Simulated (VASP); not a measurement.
# Tc (P6_3/mmc) in VASP: a series of runs

Runs on Tc. Level: PBE. Tasks: electric field gradients.

All numbers are computed with VASP 6.6.1; they aren't measurements. Logs are shortened: lines on timing, memory, paths and dates and some standing lists are left out, and cuts for length are marked.

### Step 1. The cell of the first run

The structure is hexagonal, space group P6_3/mmc (No. 194). Conventional cell: a = 2.740 Å, b = 2.740 Å, c = 4.398 Å, α = 90.00°, β = 90.00°, γ = 120.00°. Within 3.6 Å of Tc (site symmetry -6m2) lie 12 Tc at 2.71 to 2.74 Å.

### Step 2. Electric field gradients, PBE

INCAR

```
SYSTEM = Tc
PREC = Accurate
ENCUT = 520
EDIFF = 1E-8
ISMEAR = 0
SIGMA = 0.05
LREAL = .False.
LASPH = .True.
NELM = 60
ALGO = Normal
ISIF = 2
LWAVE = .False.
LCHARG = .False.
GGA = PE
LEFG = .True.
NBANDS = 20
```

KPOINTS

```
regular mesh
0
Gamma
  18 18 10
  0 0 0
```

POSCAR

```
Tc
1.0
    2.7400000000      0.0000000000      0.0000000000
   -1.3700000000      2.3729096064      0.0000000000
    0.0000000000      0.0000000000      4.3980000000
Tc
2
Direct
    0.3333333333      0.6666666667      0.2500000000
    0.6666666667      0.3333333333      0.7500000000
```

Potentials or basis: VASP PAW PBE potentials, release 64 (Tc_pv).

Command:

```console
> cat potpaw_PBE.64/Tc_pv/POTCAR > POTCAR
> mpirun -np 1 vasp_std > vasp.out
```

OUTCAR:

```text
SYSTEM = Tc
   PREC = Accurate
   ENCUT = 520
   EDIFF = 1E-8
   ISMEAR = 0
   LREAL = .False.
   LASPH = .True.
   NELM = 60
   ISIF = 2
   GGA = PE

 ion  position               nearest neighbor table
   1  0.333  0.667  0.250-   2 2.71   2 2.71   2 2.71   2 2.71   2 2.71   2 2.71
   2  0.667  0.333  0.750-   1 2.71   1 2.71   1 2.71   1 2.71   1 2.71   1 2.71

  LATTYP: Found a hexagonal cell.
 ALAT       =     2.7400000000
 C/A-ratio  =     1.6051094891

  Lattice vectors:

 A1 = (   2.7400000000,   0.0000000000,   0.0000000000)
 A2 = (  -1.3700000000,   2.3729096064,   0.0000000000)
 A3 = (   0.0000000000,   0.0000000000,   4.3980000000)

Analysis of symmetry for initial positions (statically):
=====================================================================
 Subroutine PRICEL returns:
 Original cell was already a primitive cell.

 Routine SETGRP: Setting up the symmetry group for a
 hexagonal supercell.

 Subroutine GETGRP returns: Found 24 space group operations
 (whereof 12 operations were pure point group operations)
 out of a pool of 24 trial point group operations.

The static configuration has the point symmetry D_3d.
 The point group associated with its full space group is D_6h.

Analysis of symmetry for dynamics (positions and initial velocities):
=====================================================================
 Subroutine PRICEL returns:
 Original cell was already a primitive cell.

 Routine SETGRP: Setting up the symmetry group for a
 hexagonal supercell.

 Subroutine GETGRP returns: Found 24 space group operations
 (whereof 12 operations were pure point group operations)
 out of a pool of 24 trial point group operations.

The dynamic configuration has the point symmetry D_3d.
 The point group associated with its full space group is D_6h.

 Subroutine INISYM returns: Found 24 space group operations
 (whereof 12 operations are pure point group operations),
 and found     1 'primitive' translations

----------------------------------------------------------------------------------------

                                     Primitive cell

  volume of cell :      28.5948

  direct lattice vectors                    reciprocal lattice vectors
     2.740000000  0.000000000  0.000000000     0.364963504  0.210711777  0.000000000
    -1.370000000  2.372909606  0.000000000     0.000000000  0.421423554  0.000000000
     0.000000000  0.000000000  4.398000000     0.000000000  0.000000000  0.227376080

  length of vectors
     2.740000000  2.740000000  4.398000000     0.421423554  0.421423554  0.227376080

  position of ions in fractional coordinates (direct lattice)
     0.333333333  0.666666667  0.250000000
     0.666666667  0.333333333  0.750000000

  ion indices of the primitive-cell ions
   primitive index   ion index
                 1           1
                 2           2

----------------------------------------------------------------------------------------

 KPOINTS: regular mesh

Automatic generation of k-mesh.
 Grid dimensions read from file:
 generate k-points for:   18   18   10

 Generating k-lattice:

  Cartesian coordinates                     Fractional coordinates (reciprocal lattice)
     0.020275750  0.011706210  0.000000000     0.055555556  0.000000000  0.000000000
     0.000000000  0.023412420  0.000000000     0.000000000  0.055555556  0.000000000
     0.000000000  0.000000000  0.022737608     0.000000000  0.000000000  0.100000000

  Length of vectors
     0.023412420  0.023412420  0.022737608

  Shift w.r.t. Gamma in fractional coordinates (k-lattice)
     0.000000000  0.000000000  0.000000000

 Subroutine IBZKPT returns following result:
 ===========================================

 Found    222 irreducible k-points:

 Following reciprocal coordinates:
            Coordinates               Weight
  0.000000  0.000000  0.000000      1.000000
  0.055556  0.000000  0.000000      6.000000
  0.111111  0.000000  0.000000      6.000000
  0.166667 -0.000000  0.000000      6.000000
  0.222222 -0.000000  0.000000      6.000000
  0.277778  0.000000  0.000000      6.000000
[... 16 lines left out ...]
  0.333333  0.111111  0.000000     12.000000
  0.388889  0.111111  0.000000     12.000000
 [... further k-points ...]
   k-points           NKPTS =    222   k-points in BZ     NKDIM =    222   number of bands    NBANDS=     20
   number of dos      NEDOS =    301   number of ions     NIONS =      2
   total plane-waves  NPLWV =  14400
   dimension x,y,z NGX =    20 NGY =   20 NGZ =   36
   dimension x,y,z NGXF=    40 NGYF=   40 NGZF=   72
   ions per type =               2
   NGX,Y,Z   is equivalent  to a cutoff of  12.13, 12.13, 13.61 a.u.
   NGXF,Y,Z  is equivalent  to a cutoff of  24.27, 24.27, 27.22 a.u.
 SYSTEM =  Tc
   PREC   = accura    normal or accurate (medium, high low for compatibility)
   ISTART =      0    job   : 0-new  1-cont  2-samecut
   ICHARG =      2    charge: 1-file 2-atom 10-const
   ISPIN  =      1    spin polarized calculation?
   LNONCOLLINEAR =      F non collinear calculations
   LSORBIT =      F    spin-orbit coupling
   LASPH  =      T    aspherical Exc in radial PAW
   ENCUT  =  520.0 eV  38.22 Ry    6.18 a.u.   5.09  5.09  8.18*2*pi/ulx,y,z
   NELM   =     60;   NELMIN=  2; NELMDL= -5     # of ELM steps
   EDIFF  = 0.1E-07   stopping-criterion for ELM
   LREAL  =      F    real-space projection
   EDIFFG = 0.1E-06   stopping-criterion for IOM
   NSW    =      0    number of steps for IOM
   IBRION =     -1    ionic relax: 0-MD 1-quasi-New 2-CG
   NFREE  =      0    steps in history (QN), initial steepest desc. (CG)
   ISIF   =      2    stress and relaxation
   ISYM   =      2    0-nonsym 1-usesym 2-fastsym
   POTIM  = 0.5000    time-step for ionic-motion
   TEBEG  =    0.0;   TEEND  =   0.0 temperature during run
   PSTRESS=    0.0 pullay stress
   NELECT =      26.0000    total number of electrons
   NUPDOWN=      -1.0000    fix difference up-down
   EMIN   =  10.00;   EMAX   =-10.00  energy-range for DOS
   EFERMI =   0.00;   METHOD = LEGACY
   ISMEAR =     0;   SIGMA  =   0.05  broadening in eV -4-tet -1-fermi 0-gaus
   EFERMI_NEDOS =   21; number of points for ismear=-14 and -15
   IALGO  =     38    algorithm
   IMIX   =      4    mixing-type and parameters
     AMIX     =   0.40;   BMIX     =  1.00
     AMIX_MAG =   1.60;   BMIX_MAG =  1.00
  volume/ion in A,a.u.               =      14.30        96.48
  Fermi-wavevector in a.u.,A,eV,Ry     =   1.586002  2.997108 34.224109  2.515401
  Thomas-Fermi vector in A             =   2.685380
   LORBIT       =      0    0 simple, 1 ext, 2 COOP (PROOUT), +10 PAW based schemes
   GGA     = PE    functional components
   LHFCALC =     F    Hartree Fock is set to
   AEXX    =    0.0000 exact exchange contribution
   IVDW    =     0    specifies the selected vdW correction
   LEPSILON=     F    determine dielectric tensor
   LRPA    =     F    only Hartree local field effects (RPA)
 non-spin polarized calculation
 Gauss-broadening in eV      SIGMA  =   0.05
  energy-cutoff  :      520.00
  volume of cell :       28.59
 maximum number of plane-waves:       785
   NGX = 11   NGY = 11   NGZ = 17

 number of electron      25.9999998 magnetization

 Free energy of the ion-electron system (eV)
  ---------------------------------------------------
  ext. energy  EPLUGINS =         0.00000000
  ---------------------------------------------------
  free energy    TOTEN  =       -20.70262895 eV

  energy without entropy =      -20.70038214  energy(sigma->0) =      -20.70150555

 E-fermi :  12.6331     XC(G=0): -13.8022

 val. band max:       12.6271192568   @ k =   0.0556   0.0000   0.1000
 cond. band min:      12.6371247545   @ k =   0.1111   0.1111   0.0000
 fundamental gap:      0.0100054977
 Fermi energy:        12.6330577814

 k-point     1 :       0.0000    0.0000    0.0000
  band No.  band energies     occupation
      1     -26.7860      2.00000
      2     -25.6763      2.00000
      3     -25.6763      2.00000
      4     -25.4905      2.00000
      5     -25.4905      2.00000
      6     -25.4540      2.00000
[... 12 lines left out ...]
     19      23.7311      0.00000
     20      26.9790      0.00000

 k-point     2 :       0.0556    0.0000    0.0000
  band No.  band energies     occupation
      1     -26.7734      2.00000
      2     -25.7051      2.00000
      3     -25.6857      2.00000
      4     -25.5205      2.00000
      5     -25.4945      2.00000
      6     -25.4593      2.00000
[... 12 lines left out ...]
     19      23.7159      0.00000
     20      27.2146      0.00000

 k-point     3 :       0.1111    0.0000    0.0000
  band No.  band energies     occupation
      1     -26.7362      2.00000
      2     -25.7881      2.00000
      3     -25.7124      2.00000
      4     -25.6058      2.00000
      5     -25.5064      2.00000
      6     -25.4753      2.00000
[... 12 lines left out ...]
     19      23.6579      0.00000
     20      27.8490      0.00000

 k-point     4 :       0.1667   -0.0000    0.0000
  band No.  band energies     occupation
      1     -26.6769      2.00000
      2     -25.9150      2.00000
      3     -25.7520      2.00000
      4     -25.7337      2.00000
      5     -25.5255      2.00000
      6     -25.5021      2.00000
[... 12 lines left out ...]
     19      23.5393      0.00000
     20      28.5368      0.00000

 k-point     5 :       0.2222   -0.0000    0.0000
  band No.  band energies     occupation
      1     -26.5991      2.00000
      2     -26.0703      2.00000
      3     -25.8863      2.00000
      4     -25.7991      2.00000
      5     -25.5500      2.00000
      6     -25.5398      2.00000
[... 12 lines left out ...]
     19      23.3691      0.00000
     20      28.1749      0.00000
[... 353 lines left out ...]
      6     -25.6047      2.00000
[... 12 lines left out ...]
     19      23.2432      0.00000
     20      26.5987      0.00000

 k-point    22 :       0.2778    0.1111    0.0000
  band No.  band energies     occupation
      1     -26.3824      2.00000
      2     -26.3721      2.00000
      3     -26.2176      2.00000
      4     -25.9184      2.00000
      5     -25.6674      2.00000
      6     -25.6623      2.00000
[... 12 lines left out ...]
     19      23.3529      0.00000
     20      24.8549      0.00000

 k-point    23 :       0.3333    0.1111    0.0000
  band No.  band energies     occupation
      1     -26.4881      2.00000
      2     -26.2993      2.00000
      3     -26.2892      2.00000
      4     -25.9737      2.00000
      5     -25.7242      2.00000
      6     -25.6946      2.00000
[... 12 lines left out ...]
     19      23.9510      0.00000
     20      24.4759      0.00000

 k-point    24 :       0.3889    0.1111    0.0000
  band No.  band energies     occupation
      1     -26.5633      2.00000
      2     -26.3525      2.00000
      3     -26.2138      2.00000
      4     -26.0092      2.00000
      5     -25.7793      2.00000
      6     -25.7123      2.00000
[... 12 lines left out ...]
     19      24.2260      0.00000
     20      24.9568      0.00000

 [... further k-points ...]

------------------------ aborting loop because EDIFF is reached ----------------------------------------

  FORCE on cell =-STRESS in cart. coord.  units (eV):
  Direction    XX          YY          ZZ          XY          YZ          ZX
  --------------------------------------------------------------------------------------
  -------------------------------------------------------------------------------------
  Total        0.4651015      0.4651015      0.2443354      0.0000000      0.0000000     -0.0000000
  in kB       26.0598151     26.0598151     13.6902079      0.0000000      0.0000000     -0.0000000
  external PRESSURE =      21.9366127 kB  Pullay stress =       0.0000000 kB

 VOLUME and BASIS-vectors are now :
 -----------------------------------------------------------------------------
  energy-cutoff  :      520.00
  volume of cell :       28.59
      direct lattice vectors                 reciprocal lattice vectors
     2.740000000  0.000000000  0.000000000     0.364963504  0.210711777  0.000000000
    -1.370000000  2.372909606  0.000000000     0.000000000  0.421423554  0.000000000
     0.000000000  0.000000000  4.398000000     0.000000000  0.000000000  0.227376080

 POSITION                                       TOTAL-FORCE (eV/Angst)
 -----------------------------------------------------------------------------------
     -0.00000      1.58194      1.09950        -0.000000      0.000000      0.000000
      1.37000      0.79097      3.29850         0.000000     -0.000000      0.000000
 -----------------------------------------------------------------------------------
    total drift:                               -0.000000      0.000000     -0.000000

  FREE ENERGIE OF THE ION-ELECTRON SYSTEM (eV)
  ---------------------------------------------------
  free  energy   TOTEN  =       -20.7026289529 eV

  energy  without entropy=      -20.7003821401  energy(sigma->0) =      -20.70150555

 Electric field gradients (V/A^2)
---------------------------------------------------------------------
 ion       V_xx      V_yy      V_zz      V_xy      V_xz      V_yz
---------------------------------------------------------------------
   1       7.633     7.635   -15.268     0.001     0.000    -0.000
   2       7.633     7.635   -15.268     0.001    -0.000     0.000
---------------------------------------------------------------------

 Electric field gradients after diagonalization (V/A^2)
 (convention: |V_zz| > |V_xx| > |V_yy|)
----------------------------------------------------------------------
 ion       V_xx      V_yy      V_zz     asymmetry (V_yy - V_xx)/ V_zz
----------------------------------------------------------------------
   1       7.636     7.633   -15.268       0.000
   2       7.636     7.633   -15.268       0.000
----------------------------------------------------------------------

           NMR quadrupolar parameters

 Cq : quadrupolar parameter    Cq=e*Q*V_zz/h
 eta: asymmetry parameters     (V_yy - V_xx)/ V_zz
 Q  : nuclear electric quadrupole moment in mb (millibarn)
----------------------------------------------------------------------
 ion       Cq(MHz)       eta       Q (mb)
----------------------------------------------------------------------
   1      -0.037       0.000       1.000
   2      -0.037       0.000       1.000
----------------------------------------------------------------------
```

It took 80 s on 1 thread of Oxide Virtual Turin-like, shared host; peak memory 0.18 GiB.

What came out:

```yaml
Free_energy: -20.7026 eV
Pressure: 2.2 GPa
Band_gap_on_the_k_mesh: zero (bands 13 and 14 overlap by 3.40 eV)
Largest_electric_field_gradient_by_atom: Tc -15.3 V/Å²
```

Electric field gradients, principal values (V/Å²):
```tsv
atom	least	middle	greatest (by size)
1 Tc	7.633	7.636	-15.268
2 Tc	7.633	7.636	-15.268
```

Caveat: without QUAD_EFG the Cq values of the log hold for a quadrupole moment of 1 mb, not for the nuclei.

### Step 3. Electric field gradients, PBE

This run uses another cell than the first one, of 14.43 Å³/atom.

INCAR

```
PREC = Accurate
ENCUT = 520
EDIFF = 1E-8
ISMEAR = 0
SIGMA = 0.05
LREAL = False
LASPH = True
NELM = 80
ALGO = Fast
ISIF = 2
LWAVE = False
LCHARG = False
GGA = PE
LEFG = True
NBANDS = 20
```

KPOINTS

```
Automatic mesh
0
Gamma
  18 18 10
```

POSCAR

```
Tc
1.0
    2.7520485008      0.0000000000      0.0000000000
   -1.3760242504      2.3833439142      0.0000000000
    0.0000000000      0.0000000000      4.4007408715
Tc
2
Direct
    0.3333333333      0.6666666667      0.2500000000
    0.6666666667      0.3333333333      0.7500000000
```

Potentials or basis: VASP PAW PBE potentials, release 64 (Tc_pv).

Command:

```console
> cat potpaw_PBE.64/Tc_pv/POTCAR > POTCAR
> mpirun -np 1 vasp_std > vasp.out
```

OUTCAR:

```text
PREC = Accurate
   ENCUT = 520
   EDIFF = 1E-8
   ISMEAR = 0
   LREAL = False
   LASPH = True
   NELM = 80
   ISIF = 2
   GGA = PE

 ion  position               nearest neighbor table
   1  0.333  0.667  0.250-   2 2.71   2 2.71   2 2.71   2 2.71   2 2.71   2 2.71
   2  0.667  0.333  0.750-   1 2.71   1 2.71   1 2.71   1 2.71   1 2.71   1 2.71

  LATTYP: Found a hexagonal cell.
 ALAT       =     2.7520485008
 C/A-ratio  =     1.5990782394

  Lattice vectors:

 A1 = (   2.7520485008,   0.0000000000,   0.0000000000)
 A2 = (  -1.3760242504,   2.3833439142,   0.0000000000)
 A3 = (   0.0000000000,   0.0000000000,   4.4007408715)

Analysis of symmetry for initial positions (statically):
=====================================================================
 Subroutine PRICEL returns:
 Original cell was already a primitive cell.

 Routine SETGRP: Setting up the symmetry group for a
[... 744 lines left out ...]
  energy-cutoff  :      520.00
  volume of cell :       28.86
      direct lattice vectors                 reciprocal lattice vectors
     2.752048501  0.000000000  0.000000000     0.363365689  0.209789278  0.000000000
    -1.376024250  2.383343914  0.000000000     0.000000000  0.419578557  0.000000000
     0.000000000  0.000000000  4.400740872     0.000000000  0.000000000  0.227234466

 POSITION                                       TOTAL-FORCE (eV/Angst)
 -----------------------------------------------------------------------------------
     -0.00000      1.58890      1.10019         0.000000     -0.000000      0.000000
      1.37602      0.79445      3.30056        -0.000000      0.000000      0.000000
 -----------------------------------------------------------------------------------
    total drift:                               -0.000000      0.000000     -0.000000

  FREE ENERGIE OF THE ION-ELECTRON SYSTEM (eV)
  ---------------------------------------------------
  free  energy   TOTEN  =       -20.7045251696 eV

  energy  without entropy=      -20.7022840501  energy(sigma->0) =      -20.70340461

 Electric field gradients (V/A^2)
---------------------------------------------------------------------
 ion       V_xx      V_yy      V_zz      V_xy      V_xz      V_yz
---------------------------------------------------------------------
   1       8.388     8.389   -16.777     0.001     0.000    -0.000
   2       8.388     8.389   -16.777     0.001    -0.000     0.000
---------------------------------------------------------------------

 Electric field gradients after diagonalization (V/A^2)
 (convention: |V_zz| > |V_xx| > |V_yy|)
----------------------------------------------------------------------
 ion       V_xx      V_yy      V_zz     asymmetry (V_yy - V_xx)/ V_zz
----------------------------------------------------------------------
   1       8.390     8.387   -16.777       0.000
   2       8.390     8.387   -16.777       0.000
----------------------------------------------------------------------

           NMR quadrupolar parameters

 Cq : quadrupolar parameter    Cq=e*Q*V_zz/h
 eta: asymmetry parameters     (V_yy - V_xx)/ V_zz
 Q  : nuclear electric quadrupole moment in mb (millibarn)
----------------------------------------------------------------------
 ion       Cq(MHz)       eta       Q (mb)
----------------------------------------------------------------------
   1      -0.041       0.000       1.000
   2      -0.041       0.000       1.000
----------------------------------------------------------------------
```

Run time: 98 s. Hardware: 1 thread of Oxide Virtual Turin-like, shared host; peak memory 0.18 GiB.

What came out:

```
Free energy                             : -20.7045 eV
Pressure                                : -0.7 GPa
Band gap on the k mesh                  : zero (bands 13 and 14 overlap by 3.36 eV)
Largest electric field gradient by atom : Tc -16.8 V/Å²
```

Electric field gradients, principal values (V/Å²):
```csv
atom,least,middle,greatest (by size)
1 Tc,8.387,8.390,-16.777
2 Tc,8.387,8.390,-16.777
```

Caveat: without QUAD_EFG the Cq values of the log hold for a quadrupole moment of 1 mb, not for the nuclei.
